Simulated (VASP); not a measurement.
Set up this calculation in VASP 6.6.1, as the native input.

| Property | Result |
| --- | --- |
| Task | single point |
| Functional | PBE |
| Potentials or basis | VASP PAW PBE potentials, release 64 (Mg, B) |
| Cutoff | 520 eV |
| k mesh | 6 × 6 × 4 |
| Occupations | gaussian, width 0.1 eV |
| Spin | no spin polarisation |
| Dipole correction | no |
| Further INCAR settings | ALGO = Fast; EDIFF = 1e-07; NBANDS = 19 |

The structure of Mg3B lies in POSCAR:

```
Mg3B
1.0
   -4.0327425592     -0.0008004476      0.0008759307
    0.0008471788      0.0000216246     -4.0357321425
   -0.0029671163     -8.1420385962      0.0007964763
Mg B
6 2
Direct
    1.0000234885      0.4999739979      0.7500624998
    0.9999803159      0.4999148715      0.2500180590
    0.4997121431      0.5008419202      0.5000178160
    0.5003208844      0.4991254476      0.0000227175
    0.5000489669      0.9999996100      0.7500149808
    0.4999444447      0.9999626291      0.2500606382
    0.9976650262      1.0054716884      0.9999173793
    1.0023047303      0.9947098354      0.4998859093
```

The input as run:

INCAR

```
PREC = Accurate
ENCUT = 520
EDIFF = 1E-7
ISMEAR = 0
SIGMA = 0.1
LREAL = F
LASPH = T
NELM = 60
ALGO = Fast
ISIF = 2
LWAVE = F
LCHARG = T
GGA = PE
LELF = T
LVHAR = T
NBANDS = 19
```

KPOINTS

```
Automatic mesh
0
Gamma
  6 6 4
```

Potentials or basis: VASP PAW PBE potentials, release 64 (Mg, B).

The run is started by

```console
$ cat potpaw_PBE.64/Mg/POTCAR potpaw_PBE.64/B/POTCAR > POTCAR
$ mpirun -np 1 vasp_std > vasp.out
```

Results of the run:

```
Pressure               : -0.1 GPa
Band gap on the k mesh : zero (band 9 reaches 4.56 eV, above the bottom of band 10 at 2.07 eV)
```

Wall time 3 min on 1 thread of AMD EPYC 7R43 64-Core Processor (Zen 3) (shared host), peak memory 0.3 GiB.
